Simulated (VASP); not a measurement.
# CuI (zinc blende type) (F-43m) in VASP: notebook, part 2 of 2

VASP 6.6.1. Earlier steps stand in the parts before.

## 3. Single point, HSE06

This run uses another cell than the first one, of 25.97 Å³/atom.

POSCAR reads:

```
CuI
1.0
    0.0000000000      2.9615329758      2.9615329758
    2.9615329758      0.0000000000      2.9615329758
    2.9615329758      2.9615329758      0.0000000000
Cu I
1 1
Direct
    0.0000000000      0.0000000000      0.0000000000
    0.2500000000      0.2500000000      0.2500000000
```

INCAR.step1 reads:

```
ALGO     = Normal         # electronic algorithm
EDIFF    = 1E-5           # SCF threshold, eV
ENCUT    = 520            # plane-wave cutoff, eV
GGA      = PE             # functional
ISIF     = 2              # what is computed and relaxed
ISMEAR   = -1             # smearing method
LASPH    = T              # aspherical terms in the spheres
LCHARG   = F              # write CHGCAR
LREAL    = F              # projectors in reciprocal space
LWAVE    = T              # write WAVECAR
NBANDS   = 16             # bands
NELM     = 60             # most SCF steps
PREC     = Accurate       # precision mode
SIGMA    = 0.05           # smearing width, eV
```

INCAR.step2 reads:

```
ALGO     = Normal         # electronic algorithm
EDIFF    = 1E-7           # SCF threshold, eV
ENCUT    = 520            # plane-wave cutoff, eV
GGA      = PE             # functional
HFSCREEN = 0.2079         # screening, 1/A
ISIF     = 2              # what is computed and relaxed
ISMEAR   = -1             # smearing method
ISTART   = 1            
LASPH    = T              # aspherical terms in the spheres
LCHARG   = F              # write CHGCAR
LHFCALC  = T              # exact exchange
LREAL    = F              # projectors in reciprocal space
LWAVE    = F              # write WAVECAR
NBANDS   = 16             # bands
NELM     = 60             # most SCF steps
PREC     = Accurate       # precision mode
PRECFOCK = Normal       
SIGMA    = 0.05           # smearing width, eV
```

KPOINTS reads:

```
k-points
0
Gamma
  4 4 4
```

Potentials or basis: VASP PAW PBE potentials, release 64 (Cu, I).

Run with:

```sh
cat potpaw_PBE.64/Cu/POTCAR potpaw_PBE.64/I/POTCAR > POTCAR
cp INCAR.step1 INCAR
mpirun -np 1 vasp_std > vasp.out
cp INCAR.step2 INCAR
mpirun -np 1 vasp_std > vasp.out
```

OUTCAR:

```text
EDIFF = 1E-7
   ENCUT = 520
   GGA = PE
   HFSCREEN = 0.2079
   ISIF = 2
   ISMEAR = -1
   ISTART = 1
   LASPH = T
   LHFCALC = T
   LREAL = F
   NELM = 60
   PREC = Accurate
   PRECFOCK = Normal

 ion  position               nearest neighbor table
   1  0.000  0.000  0.000-   2 2.56   2 2.56   2 2.56   2 2.56
   2  0.250  0.250  0.250-   1 2.56   1 2.56   1 2.56   1 2.56

  LATTYP: Found a face centered cubic cell.
 ALAT       =     5.9230659516

  Lattice vectors:

 A1 = (   0.0000000000,   2.9615329758,   2.9615329758)
 A2 = (   2.9615329758,   0.0000000000,   2.9615329758)
 A3 = (   2.9615329758,   2.9615329758,   0.0000000000)

Analysis of symmetry for initial positions (statically):
=====================================================================
 Subroutine PRICEL returns:
 Original cell was already a primitive cell.

 Routine SETGRP: Setting up the symmetry group for a
 face centered cubic supercell.

[... 152 lines left out ...]
  free energy    TOTEN  =        -6.38084414 eV

  energy without entropy =       -6.38084414  energy(sigma->0) =       -6.38084414

 E-fermi :   5.3867     XC(G=0):  -7.6702

 val. band max:        4.3050591777   @ k =   0.0000   0.0000   0.0000
 cond. band min:       7.0515340734   @ k =   0.0000   0.0000   0.0000
 fundamental gap:      2.7464748957
 Fermi energy:         5.3866682782

 k-point     1 :       0.0000    0.0000    0.0000
  band No.  band energies     occupation
      1     -10.8848      2.00000
      2      -0.0891      2.00000
      3      -0.0891      2.00000
      4      -0.0891      2.00000
      5       1.4766      2.00000
      6       1.4766      2.00000
[... 129 lines left out ...]
      3      -0.7635      2.00000
      4       0.1362      2.00000
      5       1.3979      2.00000
      6       1.5508      2.00000
[... 8 lines left out ...]
     15      17.8701      0.00000
     16      18.2407      0.00000

------------------------ aborting loop because EDIFF is reached ----------------------------------------

  FORCE on cell =-STRESS in cart. coord.  units (eV):
  Direction    XX          YY          ZZ          XY          YZ          ZX
  --------------------------------------------------------------------------------------
  -------------------------------------------------------------------------------------
  Total        1.3237299      1.3237299      1.3237299      0.0000000      0.0000000      0.0000000
  in kB       40.8253802     40.8253802     40.8253802      0.0000000      0.0000000      0.0000000
  external PRESSURE =      40.8253802 kB  Pullay stress =       0.0000000 kB

 VOLUME and BASIS-vectors are now :
 -----------------------------------------------------------------------------
  energy-cutoff  :      520.00
  volume of cell :       51.95
      direct lattice vectors                 reciprocal lattice vectors
     0.000000000  2.961532976  2.961532976    -0.168831482  0.168831482  0.168831482
     2.961532976  0.000000000  2.961532976     0.168831482 -0.168831482  0.168831482
     2.961532976  2.961532976  0.000000000     0.168831482  0.168831482 -0.168831482

 POSITION                                       TOTAL-FORCE (eV/Angst)
 -----------------------------------------------------------------------------------
      0.00000      0.00000      0.00000         0.000000      0.000000      0.000000
      1.48077      1.48077      1.48077        -0.000000     -0.000000     -0.000000
 -----------------------------------------------------------------------------------
    total drift:                                0.000069      0.000062      0.000044

  FREE ENERGIE OF THE ION-ELECTRON SYSTEM (eV)
  ---------------------------------------------------
  free  energy   TOTEN  =        -6.3808441426 eV

  energy  without entropy=       -6.3808441425  energy(sigma->0) =       -6.38084414
```

OUTCAR.step1:

```text
EDIFF = 1E-5
   ENCUT = 520
   GGA = PE
   ISIF = 2
   ISMEAR = -1
[... 353 lines left out ...]
 -----------------------------------------------------------------------------------
      0.00000      0.00000      0.00000        -0.000000      0.000000     -0.000000
      1.48077      1.48077      1.48077         0.000000     -0.000000      0.000000
 -----------------------------------------------------------------------------------
    total drift:                               -0.000001     -0.000001     -0.000001

  FREE ENERGIE OF THE ION-ELECTRON SYSTEM (eV)
  ---------------------------------------------------
  free  energy   TOTEN  =        -5.4748340064 eV

  energy  without entropy=       -5.4748338877  energy(sigma->0) =       -5.47483395
```

OSZICAR.step1:

```text
N       E                     dE             d eps       ncg     rms          rms(c)
DAV:   1     0.989528122459E+02    0.98953E+02   -0.79256E+03   256   0.124E+03
DAV:   2     0.792633683953E+00   -0.98160E+02   -0.90722E+02   256   0.221E+02
DAV:   3    -0.553377537110E+01   -0.63264E+01   -0.62380E+01   344   0.642E+01
DAV:   4    -0.573241540786E+01   -0.19864E+00   -0.19856E+00   320   0.103E+01
DAV:   5    -0.573528531639E+01   -0.28699E-02   -0.28698E-02   384   0.119E+00    0.556E+00
DAV:   6    -0.564845374445E+01    0.86832E-01   -0.31136E+00   264   0.489E+01    0.373E+00
DAV:   7    -0.547614740069E+01    0.17231E+00   -0.74684E-01   272   0.290E+01    0.185E+00
DAV:   8    -0.547762586466E+01   -0.14785E-02   -0.44718E-02   400   0.310E+00    0.459E-01
DAV:   9    -0.547459303755E+01    0.30328E-02   -0.12015E-02   304   0.330E+00    0.125E-01
DAV:  10    -0.547482017015E+01   -0.22713E-03   -0.75964E-04   328   0.240E-01    0.449E-02
DAV:  11    -0.547483601641E+01   -0.15846E-04   -0.24216E-04   296   0.447E-01    0.288E-02
DAV:  12    -0.547483400639E+01    0.20100E-05   -0.14775E-05   288   0.754E-02
   1 F= -.54748340E+01 E0= -.54748339E+01  d E =-.118651E-06
```

It took 8.4 min on 1 thread of AMD EPYC 7R13 (Zen 3), shared host; peak memory 0.25 GiB.

What came out:

* Free energy: -6.3808 eV
* Pressure: 4.1 GPa
* Band gap on the k mesh: 2.75 eV

Caveat: the k points lie up to 0.46 Å⁻¹ apart; the PAW data sets were made with another functional, which shifts forces and pressure a little; spin-orbit coupling is left out, which moves the levels of the heavy elements.
